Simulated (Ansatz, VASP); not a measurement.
Two plane-wave programs on MoS2

The input INCAR:

```
SYSTEM = MoS2
  ALGO = Normal
  EDIFF = 1E-7
  EDIFFG = -0.005
  ENCUT = 600
  GGA = PE
  IBRION = 2
  ISIF = 3
  ISMEAR = 0
  LASPH = .TRUE.
  LCHARG = .FALSE.
  LREAL = .FALSE.
  LWAVE = .FALSE.
  NELM = 80
  NSW = 100
  PREC = Accurate
  SIGMA = 0.02
```

KPOINTS

```
k-points
0
G
  12 12 2
  0 0 0
```

The input POSCAR:

```
MoS2
1.0
    3.1922379121      0.0000000000      0.0000000000
   -1.5961189561      2.7645591268      0.0000000000
    0.0000000000      0.0000000000     13.3782940000
Mo S
2 4
Direct
    0.6666666700      0.3333333300      0.2500000000
    0.3333333300      0.6666666700      0.7500000000
    0.6666666700      0.3333333300      0.6330820000
    0.3333333300      0.6666666700      0.3669180000
    0.6666666700      0.3333333300      0.8669180000
    0.3333333300      0.6666666700      0.1330820000
```

Input for Ansatz:

```yaml
crystal:
  lattice:
    - [3.1922379121, 0.0, 0.0]
    - [-1.5961189561, 2.7645591268, 0.0]
    - [0.0, 0.0, 13.378294]
  atoms:
    - { symbol: Mo, position: [0.66666667, 0.33333333, 0.25] }
    - { symbol: Mo, position: [0.33333333, 0.66666667, 0.75] }
    - { symbol: S, position: [0.66666667, 0.33333333, 0.633082] }
    - { symbol: S, position: [0.33333333, 0.66666667, 0.366918] }
    - { symbol: S, position: [0.66666667, 0.33333333, 0.866918] }
    - { symbol: S, position: [0.33333333, 0.66666667, 0.133082] }
basis:
  ecutwfc: 420
kpoints:
  mp_grid: { grid: [12, 12, 2] }
hamiltonian:
  xc: pbe
scf:
  occupations: { method: gaussian, width: 0.02 }
output:
  forces: true
  stress: true
  eigenvalues: true
relax:
  adjacent_minimum: "off"
  f_tol: 0.005
  max_steps: 80
  cell: { stress_tol: 0.05 }
```

Alike in both runs: task relaxation of cell and atoms; functional PBE; k mesh 12 × 12 × 2; occupations gaussian, width 0.02 eV; no spin polarisation.

|  | VASP | Ansatz |
| --- | --- | --- |
| version | VASP 6.6.1 | Ansatz 0.2.0 |
| potentials or method | VASP PAW PBE potentials, release 64 (Mo_sv, S), cutoff 600 eV | scalar-relativistic, plane waves, PAW |
| valence electrons in the cell | 52 | 52 |

VASP gave:

* gap on the k mesh at the Fermi level, each at its own relaxed structure (eV): 1.38
* relaxed volume (Å³/atom): 20.78
* relaxed cell length with the largest relative difference (Å): 14.194

Question: Which values does Ansatz return?

Answer: gap on the k mesh at the Fermi level, each at its own relaxed structure (eV): 1.45; relaxed volume (Å³/atom): 21.68; relaxed cell length with the largest relative difference (Å): 14.808.
